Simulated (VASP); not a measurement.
# BaS in VASP: notebook

Runs on BaS. Level: PBE. Tasks: single point, relaxation of cell and atoms.

Program: VASP 6.6.1. These are calculated values, not measurements. Logs are shortened: lines on timing, memory, paths and dates and some standing lists are left out, and cuts for length are marked.

## (1) The cell of the first run

Symmetry: Pm-3m, No. 221, cubic system. Conventional cell: a = 3.842 Å, b = 3.842 Å, c = 3.842 Å, α = 90.00°, β = 90.00°, γ = 90.00°. Within 4.4 Å of Ba (site symmetry m-3m) lie 8 S at 3.33 Å and 6 Ba at 3.84 Å. S (site symmetry m-3m) has 8 Ba at 3.33 Å and 6 S at 3.84 Å within 4.4 Å.

## (2) Single point, PBE

INCAR reads:

```
SYSTEM = BaS
  ALGO = Normal
  EDIFF = 1E-7
  ENCUT = 520
  GGA = PE
  ISIF = 2
  ISMEAR = 0
  LASPH = .True.
  LCHARG = .True.
  LELF = .True.
  LREAL = .False.
  LVHAR = .True.
  LWAVE = .False.
  NBANDS = 15
  NELM = 100
  PREC = Accurate
  SIGMA = 0.02
```

KPOINTS reads:

```
k-points
0
Gamma
  8 8 8
  0 0 0
```

POSCAR reads:

```
BaS
1.0
    3.8420591184      0.0000000000      0.0000000000
    0.0000000000      3.8420591184      0.0000000000
    0.0000000000      0.0000000000      3.8420591184
Ba S
1 1
Direct
    0.0000000000      0.0000000000      0.0000000000
    0.5000000000      0.5000000000      0.5000000000
```

Potentials or basis: VASP PAW PBE potentials, release 64 (Ba_sv, S).

Run with:

```console
$ cat potpaw_PBE.64/Ba_sv/POTCAR potpaw_PBE.64/S/POTCAR > POTCAR
$ mpirun -np 1 vasp_std > vasp.out
```

OUTCAR:

```text
SYSTEM = BaS
   EDIFF = 1E-7
   ENCUT = 520
   GGA = PE
   ISIF = 2
   ISMEAR = 0
   LASPH = .True.
   LREAL = .False.
   NELM = 100
   PREC = Accurate

 ion  position               nearest neighbor table
   1  0.000  0.000  0.000-   2 3.33   2 3.33   2 3.33   2 3.33   2 3.33   2 3.33   2 3.33   2 3.33

   2  0.500  0.500  0.500-   1 3.33   1 3.33   1 3.33   1 3.33   1 3.33   1 3.33   1 3.33   1 3.33

  LATTYP: Found a simple cubic cell.
 ALAT       =     3.8420591184

  Lattice vectors:

 A1 = (   3.8420591184,   0.0000000000,   0.0000000000)
 A2 = (   0.0000000000,   3.8420591184,   0.0000000000)
 A3 = (   0.0000000000,   0.0000000000,   3.8420591184)

Analysis of symmetry for initial positions (statically):
=====================================================================
 Subroutine PRICEL returns:
 Original cell was already a primitive cell.

 Routine SETGRP: Setting up the symmetry group for a
 simple cubic supercell.

 Subroutine GETGRP returns: Found 48 space group operations
 (whereof 48 operations were pure point group operations)
 out of a pool of 48 trial point group operations.

The static configuration has the point symmetry O_h .

Analysis of symmetry for dynamics (positions and initial velocities):
=====================================================================
 Subroutine PRICEL returns:
 Original cell was already a primitive cell.

 Routine SETGRP: Setting up the symmetry group for a
 simple cubic supercell.

 Subroutine GETGRP returns: Found 48 space group operations
 (whereof 48 operations were pure point group operations)
 out of a pool of 48 trial point group operations.

The dynamic configuration has the point symmetry O_h .

 Subroutine INISYM returns: Found 48 space group operations
 (whereof 48 operations are pure point group operations),
 and found     1 'primitive' translations

----------------------------------------------------------------------------------------

                                     Primitive cell

  volume of cell :      56.7142

  direct lattice vectors                    reciprocal lattice vectors
     3.842059118  0.000000000  0.000000000     0.260277099  0.000000000  0.000000000
     0.000000000  3.842059118  0.000000000     0.000000000  0.260277099  0.000000000
     0.000000000  0.000000000  3.842059118     0.000000000  0.000000000  0.260277099

  length of vectors
     3.842059118  3.842059118  3.842059118     0.260277099  0.260277099  0.260277099

  position of ions in fractional coordinates (direct lattice)
     0.000000000  0.000000000  0.000000000
     0.500000000  0.500000000  0.500000000

  ion indices of the primitive-cell ions
   primitive index   ion index
                 1           1
                 2           2

----------------------------------------------------------------------------------------

 KPOINTS: k-points

Automatic generation of k-mesh.
 Grid dimensions read from file:
 generate k-points for:    8    8    8

 Generating k-lattice:

  Cartesian coordinates                     Fractional coordinates (reciprocal lattice)
     0.032534637  0.000000000  0.000000000     0.125000000  0.000000000  0.000000000
     0.000000000  0.032534637  0.000000000     0.000000000  0.125000000  0.000000000
     0.000000000  0.000000000  0.032534637     0.000000000  0.000000000  0.125000000

  Length of vectors
     0.032534637  0.032534637  0.032534637

  Shift w.r.t. Gamma in fractional coordinates (k-lattice)
     0.000000000  0.000000000  0.000000000

 Subroutine IBZKPT returns following result:
 ===========================================

 Found     35 irreducible k-points:

 Following reciprocal coordinates:
            Coordinates               Weight
  0.000000  0.000000  0.000000      1.000000
  0.125000  0.000000  0.000000      6.000000
  0.250000  0.000000  0.000000      6.000000
  0.375000  0.000000  0.000000      6.000000
  0.500000  0.000000  0.000000      3.000000
  0.125000  0.125000  0.000000     12.000000
[... 16 lines left out ...]
  0.375000  0.375000  0.125000     24.000000
  0.500000  0.375000  0.125000     24.000000
 [... further k-points ...]
   k-points           NKPTS =     35   k-points in BZ     NKDIM =     35   number of bands    NBANDS=     15
   number of dos      NEDOS =    301   number of ions     NIONS =      2
   total plane-waves  NPLWV =  27000
   dimension x,y,z NGX =    30 NGY =   30 NGZ =   30
   dimension x,y,z NGXF=    60 NGYF=   60 NGZF=   60
   ions per type =               1   1
   NGX,Y,Z   is equivalent  to a cutoff of  12.98, 12.98, 12.98 a.u.
   NGXF,Y,Z  is equivalent  to a cutoff of  25.96, 25.96, 25.96 a.u.
 SYSTEM =  BaS
   PREC   = accura    normal or accurate (medium, high low for compatibility)
   ISTART =      0    job   : 0-new  1-cont  2-samecut
   ICHARG =      2    charge: 1-file 2-atom 10-const
   ISPIN  =      1    spin polarized calculation?
   LNONCOLLINEAR =      F non collinear calculations
   LSORBIT =      F    spin-orbit coupling
   LASPH  =      T    aspherical Exc in radial PAW
   ENCUT  =  520.0 eV  38.22 Ry    6.18 a.u.   7.14  7.14  7.14*2*pi/ulx,y,z
   NELM   =    100;   NELMIN=  2; NELMDL= -5     # of ELM steps
   EDIFF  = 0.1E-06   stopping-criterion for ELM
   LREAL  =      F    real-space projection
   EDIFFG = 0.1E-05   stopping-criterion for IOM
   NSW    =      0    number of steps for IOM
   IBRION =     -1    ionic relax: 0-MD 1-quasi-New 2-CG
   NFREE  =      0    steps in history (QN), initial steepest desc. (CG)
   ISIF   =      2    stress and relaxation
   ISYM   =      2    0-nonsym 1-usesym 2-fastsym
   POTIM  = 0.5000    time-step for ionic-motion
   TEBEG  =    0.0;   TEEND  =   0.0 temperature during run
   PSTRESS=    0.0 pullay stress
   NELECT =      16.0000    total number of electrons
   NUPDOWN=      -1.0000    fix difference up-down
   EMIN   =  10.00;   EMAX   =-10.00  energy-range for DOS
   EFERMI =   0.00;   METHOD = LEGACY
   ISMEAR =     0;   SIGMA  =   0.02  broadening in eV -4-tet -1-fermi 0-gaus
   EFERMI_NEDOS =   21; number of points for ismear=-14 and -15
   IALGO  =     38    algorithm
   IMIX   =      4    mixing-type and parameters
     AMIX     =   0.40;   BMIX     =  1.00
     AMIX_MAG =   1.60;   BMIX_MAG =  1.00
  volume/ion in A,a.u.               =      28.36       191.36
  Fermi-wavevector in a.u.,A,eV,Ry     =   1.073703  2.029004 15.685311  1.152838
  Thomas-Fermi vector in A             =   2.209510
   LORBIT       =      0    0 simple, 1 ext, 2 COOP (PROOUT), +10 PAW based schemes
   GGA     = PE    functional components
   LHFCALC =     F    Hartree Fock is set to
   AEXX    =    0.0000 exact exchange contribution
   IVDW    =     0    specifies the selected vdW correction
   LEPSILON=     F    determine dielectric tensor
   LRPA    =     F    only Hartree local field effects (RPA)
 non-spin polarized calculation
 Gauss-broadening in eV      SIGMA  =   0.02
  energy-cutoff  :      520.00
  volume of cell :       56.71
 maximum number of plane-waves:      1568
 NGX is ok and might be reduce to    30

 number of electron      15.9999997 magnetization

 Free energy of the ion-electron system (eV)
  ---------------------------------------------------
  ext. energy  EPLUGINS =         0.00000000
  ---------------------------------------------------
  free energy    TOTEN  =        -9.75124414 eV

  energy without entropy =       -9.75124414  energy(sigma->0) =       -9.75124414

 E-fermi :   3.1476     XC(G=0):  -9.3767

 val. band max:        2.9903404179   @ k =   0.5000   0.5000   0.0000
 cond. band min:       4.4387112606   @ k =   0.0000   0.0000   0.0000
 fundamental gap:      1.4483708427
 Fermi energy:         3.1475937313

 k-point     1 :       0.0000    0.0000    0.0000
  band No.  band energies     occupation
      1     -24.1677      2.00000
      2      -8.9706      2.00000
      3      -8.9706      2.00000
      4      -8.9706      2.00000
      5      -8.0657      2.00000
      6       2.8771      2.00000
      7       2.8771      2.00000
      8       2.8771      2.00000
      9       4.4387      0.00000
     10       4.4387      0.00000
     11       6.7926      0.00000
     12       9.5156      0.00000
     13       9.5156      0.00000
     14       9.5156      0.00000
     15      13.8793      0.00000

 k-point     2 :       0.1250    0.0000    0.0000
  band No.  band energies     occupation
      1     -24.1549      2.00000
      2      -9.3110      2.00000
      3      -8.9534      2.00000
      4      -8.9534      2.00000
      5      -7.7734      2.00000
      6       2.2237      2.00000
      7       2.7871      2.00000
      8       2.7871      2.00000
      9       4.5500      0.00000
     10       5.0638      0.00000
     11       7.3729      0.00000
     12       9.5092      0.00000
     13       9.5092      0.00000
     14       9.6052      0.00000
     15      12.7837      0.00000

 k-point     3 :       0.2500    0.0000    0.0000
  band No.  band energies     occupation
      1     -24.1237      2.00000
      2      -9.8436      2.00000
      3      -8.9114      2.00000
      4      -8.9114      2.00000
      5      -7.3370      2.00000
      6       1.1849      2.00000
      7       2.5696      2.00000
      8       2.5696      2.00000
      9       4.8573      0.00000
     10       6.4445      0.00000
     11       8.5299      0.00000
     12       9.5848      0.00000
     13       9.5848      0.00000
     14       9.8446      0.00000
     15      11.2007      0.00000
[... 343 lines left out ...]
 k-point    23 :       0.3750    0.3750    0.1250
  band No.  band energies     occupation
      1     -24.0101      2.00000
      2      -9.8091      2.00000
      3      -9.6446      2.00000
      4      -8.9249      2.00000
      5      -7.3910      2.00000
      6       1.1529      2.00000
      7       1.5062      2.00000
      8       2.3956      2.00000
      9       6.0439      0.00000
     10       7.1057      0.00000
     11       7.7488      0.00000
     12       8.4800      0.00000
     13       9.9539      0.00000
     14      11.4881      0.00000
     15      13.6908      0.00000

 k-point    24 :       0.5000    0.3750    0.1250
  band No.  band energies     occupation
      1     -23.9979      2.00000
      2      -9.8562      2.00000
      3      -9.6302      2.00000
      4      -8.9060      2.00000
      5      -7.4798      2.00000
      6       1.2347      2.00000
      7       1.3951      2.00000
      8       2.4407      2.00000
      9       5.8819      0.00000
     10       6.9707      0.00000
     11       7.7386      0.00000
     12       8.1995      0.00000
     13      10.5803      0.00000
     14      12.6498      0.00000
     15      13.2290      0.00000

 [... further k-points ...]

------------------------ aborting loop because EDIFF is reached ----------------------------------------

  FORCE on cell =-STRESS in cart. coord.  units (eV):
  Direction    XX          YY          ZZ          XY          YZ          ZX
  --------------------------------------------------------------------------------------
  -------------------------------------------------------------------------------------
  Total        0.3104321      0.3104321      0.3104321      0.0000000      0.0000000      0.0000000
  in kB        8.7697066      8.7697066      8.7697066      0.0000000      0.0000000      0.0000000
  external PRESSURE =       8.7697066 kB  Pullay stress =       0.0000000 kB

 VOLUME and BASIS-vectors are now :
 -----------------------------------------------------------------------------
  energy-cutoff  :      520.00
  volume of cell :       56.71
      direct lattice vectors                 reciprocal lattice vectors
     3.842059118  0.000000000  0.000000000     0.260277099  0.000000000  0.000000000
     0.000000000  3.842059118  0.000000000     0.000000000  0.260277099  0.000000000
     0.000000000  0.000000000  3.842059118     0.000000000  0.000000000  0.260277099

 POSITION                                       TOTAL-FORCE (eV/Angst)
 -----------------------------------------------------------------------------------
      0.00000      0.00000      0.00000         0.000000      0.000000      0.000000
      1.92103      1.92103      1.92103         0.000000      0.000000      0.000000
 -----------------------------------------------------------------------------------
    total drift:                                0.000000     -0.000000     -0.000000

  FREE ENERGIE OF THE ION-ELECTRON SYSTEM (eV)
  ---------------------------------------------------
  free  energy   TOTEN  =        -9.7512441408 eV

  energy  without entropy=       -9.7512441408  energy(sigma->0) =       -9.75124414
```

Run time: 12 s. Hardware: 1 thread of Intel Xeon 6975P-C (Granite Rapids), shared host; peak memory 0.18 GiB.

What came out:

| Property | Result |
| --- | --- |
| Free energy | -9.7512 eV |
| Pressure | 0.9 GPa |
| Band gap on the k mesh | 1.45 eV, indirect (least direct gap 1.56 eV) |

Caveat: spin-orbit coupling is left out, which moves the levels of the heavy elements. Expect the measured gap to be larger: semilocal functionals such as PBE lack the derivative discontinuity.

## (3) Single point, PBE

This run uses another cell than the first one: it holds 4 atoms, not 2.

INCAR reads:

```
SYSTEM = BaS
PREC = Accurate
ENCUT = 520
EDIFF = 1E-6
ISMEAR = 0
SIGMA = 0.1
LREAL = .FALSE.
LASPH = .TRUE.
NELM = 60
ALGO = Normal
ISIF = 2
LWAVE = .FALSE.
LCHARG = .FALSE.
GGA = PE
NBANDS = 24
```

KPOINTS reads:

```
regular mesh
0
G
  4 4 4
  0 0 0
```

POSCAR reads:

```
BaS
1.0
    5.4311528361      0.0000000000      0.0000000000
    0.0000000000      5.4311528361      0.0000000000
    0.0000000000      0.0000000000      3.8453673551
Ba S
2 2
Direct
    0.0000000000      0.0000000000      0.0000000000
    0.5000000000      0.5000000000      0.0000000000
    0.0000000000      0.5000000000      0.5005068080
    0.5000000000      0.0000000000      0.4994931920
```

Potentials or basis: VASP PAW PBE potentials, release 64 (Ba_sv, S).

Run with:

```console
$ cat potpaw_PBE.64/Ba_sv/POTCAR potpaw_PBE.64/S/POTCAR > POTCAR
$ mpirun -np 1 vasp_std > vasp.out
```

It took 16 s on 1 thread of Intel Xeon 6975P-C (Granite Rapids), shared host; peak memory 0.22 GiB.

Results (log left out):

```
Free energy            : -19.4900 eV
Pressure               : 0.9 GPa
Band gap on the k mesh : 1.44 eV
```

Levels at points of the mesh, in eV from the valence-band top:
| k point | band 14 | band 15 | band 16 | band 17 | band 18 | band 19 |
| --- | --- | --- | --- | --- | --- | --- |
| (0.00, 0.00, 0.00) | -0.11 | -0.11 | -0.01 | 1.44 | 1.44 | 2.20 |
| (0.50, 0.00, 0.00) | -0.99 | -0.41 | -0.41 | 2.75 | 2.75 | 4.41 |
| (0.50, 0.50, 0.00) | -0.74 | -0.73 | -0.73 | 2.46 | 2.46 | 6.04 |
| (0.00, 0.00, 0.50) | -2.76 | -0.73 | -0.73 | 2.45 | 6.03 | 6.50 |
| (0.50, 0.00, 0.50) | -1.92 | -0.81 | -0.81 | 4.20 | 4.20 | 4.21 |
| (0.50, 0.50, 0.50) | -1.37 | 0.00 | 0.00 | 2.19 | 2.19 | 3.33 |

Caveat: spin-orbit coupling is left out, which moves the levels of the heavy elements. A k mesh can miss the band edges.

## (4) Relaxation of cell and atoms, PBE

INCAR reads:

```
  PREC = Accurate
  ENCUT = 600
  EDIFF = 1E-6
  ISMEAR = 0
  SIGMA = 0.02
  LREAL = F
  LASPH = T
  NELM = 80
  ALGO = Normal
  ISIF = 3
  LWAVE = F
  LCHARG = F
  GGA = PE
  IBRION = 2
  NSW = 100
  EDIFFG = -0.01
```

KPOINTS reads:

```
regular mesh
0
Gamma
  8 8 8
```

POSCAR reads:

```
BaS
1.0
    3.8420591184      0.0000000000      0.0000000000
    0.0000000000      3.8420591184      0.0000000000
    0.0000000000      0.0000000000      3.8420591184
Ba S
1 1
Direct
    0.0000000000      0.0000000000      0.0000000000
    0.5000000000      0.5000000000      0.5000000000
```

Run with:

```console
$ cat potpaw_PBE.64/Ba_sv/POTCAR potpaw_PBE.64/S/POTCAR > POTCAR
$ mpirun -np 1 vasp_std > vasp.out
```

Run time: 17 s. Hardware: 1 thread of Intel Xeon 6975P-C (Granite Rapids), shared host; peak memory 0.2 GiB.

Results (log left out):

```yaml
Free_energy: -9.7546 eV
Relaxed_volume: 28.90 Å³/atom
Relaxed_cell: a = 3.866 Å, b = 3.866 Å, c = 3.866 Å, α = 90.00°, β = 90.00°, γ = 90.00°
Space_group_after_relaxing_to_0.05_Å: Pm-3m (No. 221)
Energy_gained_by_relaxing: 1.5 meV/atom
Ionic_steps: 3
Pressure_after_relaxing: 0.0 GPa
Band_gap_on_the_k_mesh: 1.48 eV, indirect (least direct gap 1.60 eV)
```

The path:
| step | energy change (eV) | largest force (eV/Å) | pressure (GPa) | volume (Å³) |
| --- | --- | --- | --- | --- |
| 1 | 0.0000 | 0.0000 | 0.89 | 56.71 |
| 2 | -0.0028 | 0.0000 | -0.18 | 58.02 |
| 3 | -0.0030 | 0.0000 | 0.00 | 57.79 |

Final structure:
```
Ba S
1.0
     3.86623    0.00000    0.00000
     0.00000    3.86623    0.00000
     0.00000    0.00000    3.86623
Ba S
1 1
Direct
  0.00000 0.00000 0.00000
  0.50000 0.50000 0.50000
```

Levels at points of the mesh, in eV from the valence-band top:
| k point | band 4 | band 5 | band 6 | band 7 | band 8 | band 9 | band 10 | band 11 | band 12 |
| --- | --- | --- | --- | --- | --- | --- | --- | --- | --- |
| (0.00, 0.00, 0.00) | -12.02 | -11.01 | -0.12 | -0.12 | -0.12 | 1.48 | 1.48 | 3.66 | 6.45 |
| (0.50, 0.00, 0.00) | -11.90 | -9.90 | -2.85 | -0.71 | -0.71 | 2.46 | 5.94 | 6.51 | 6.87 |
| (0.50, 0.50, 0.00) | -11.82 | -10.60 | -1.36 | -1.36 | 0.00 | 2.19 | 3.30 | 4.30 | 4.30 |
| (0.50, 0.50, 0.50) | -12.60 | -10.25 | -2.68 | -2.68 | -2.68 | 7.15 | 7.15 | 7.15 | 7.62 |

Caveat: spin-orbit coupling is left out, which moves the levels of the heavy elements. A k mesh can miss the band edges.

## (5) Summary

```tsv
task	cell	k mesh	cutoff (eV)	smearing	gap on the mesh (eV)	pressure (GPa)
single point	a = 3.842 Å, 2 atoms	8 × 8 × 8	520	gaussian 0.02 eV	1.45	0.9
single point	a = 5.431, b = 5.431, c = 3.845 Å, 4 atoms	4 × 4 × 4	520	gaussian 0.1 eV	1.44	0.9
relaxation of cell and atoms	relaxed from a = 3.842 Å, 2 atoms	8 × 8 × 8	600	gaussian 0.02 eV	1.48	0.0
```

Alike in all rows: level PBE; potentials or basis VASP PAW PBE potentials, release 64 (Ba_sv, S); no spin polarisation.

Caveats: spin-orbit coupling is left out, which moves the levels of the heavy elements.

Total energies depend on the potentials used, so only differences within one code and one set of settings carry meaning.
